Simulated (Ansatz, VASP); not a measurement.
# Two plane-wave programs on CoSn3

```xyz
4
Lattice="0.0000 3.4793 3.4793 3.4793 0.0000 3.4793 3.4793 3.4793 0.0000" Properties=species:S:1:pos:R:3 pbc="T T T"
Sn    1.7397    1.7397    1.7397
Sn    5.2190    5.2190    5.2190
Sn    3.4793    3.4793    3.4793
Co    0.0000    0.0000    0.0000
```

Alike in both runs: functional PBEsol; k mesh 10 × 10 × 10; occupations gaussian, width 0.1 eV; collinear spin.

Ansatz relaxed the structure, and its values are those at the end. VASP's run is a single point on that final structure, the one shown.

|  | VASP | Ansatz |
| --- | --- | --- |
| version | VASP 6.6.1 | Ansatz 0.2.0 |
| potentials or method | VASP PAW PBE potentials, release 64 (Sn_d, Co), cutoff 520 eV | scalar-relativistic, plane waves, PAW |
| valence electrons in the cell | 51 | 59 |

|  | VASP | Ansatz | Ansatz less VASP |
| --- | --- | --- | --- |
| gap on the k mesh at the Fermi level (eV) | none | none | - |
| pressure (GPa) | -0.1 | 0.0 | +0.10 |
| net moment per atom (μB) | 0.19 | 0.19 | +0.003 |
| size of the moment on the site where the two differ most (μB) | 0.96 | 0.98 | +0.023 |

VASP's potentials were made for PBE, not for PBEsol. Site moments also hang on the region over which each program counts them. A gap of «none» marks a metal or a gap that the smearing closes. VASP's potentials hold 51 valence electrons a cell and Ansatz's 59, so a difference there can come from the potentials and not from the codes.
